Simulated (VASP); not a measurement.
Runs of VASP 6.6.1 on Ta2Ru. The structure is that of space group P6_3/mmc (No. 194), or close to it. The cells are those of the table. 

```csv
task,cell,k mesh,cutoff (eV),gap on the mesh (eV),pressure (GPa),largest force (eV/Å)
single point,"a = 2.956, b = 2.956, c = 11.499 Å, angles 90.0, 90.0, 120.0°, 6 atoms",6 × 6 × 2,520,none,137.7,(a)
single point,"a = 2.917, b = 2.917, c = 13.770 Å, angles 90.0, 90.0, 120.0°, 6 atoms",12 × 12 × 4,520,none,0.1,0.01
relaxation of cell and atoms,"relaxed from a = 2.956, b = 2.956, c = 11.499 Å, angles 90.0, 90.0, 120.0°, 6 atoms",6 × 6 × 2,600,none,-0.1,0.03
single point,"a = 2.888, b = 2.888, c = 13.979 Å, angles 90.0, 90.0, 120.0°, 6 atoms",6 × 6 × 2,520,none,0.1,-
```

Alike in all rows: level PBE; potentials or basis VASP PAW PBE potentials, release 64 (Ta_pv, Ru_pv); no spin polarisation; smearing gaussian 0.1 eV.

**Question.** Estimate the missing entries.

**Answer.** (a) 15.90.

Caveats: some runs use coarse meshes; spin-orbit coupling is left out, which moves the levels of the heavy elements; forces of over 1 eV/Å act on the atoms, so gaps and moduli don't describe the material at rest (some runs).

A k mesh can miss the band edges, and the runs leave out spin-orbit coupling on Ru, Ta.

A gap of «none» marks levels without a gap at the run's occupations.
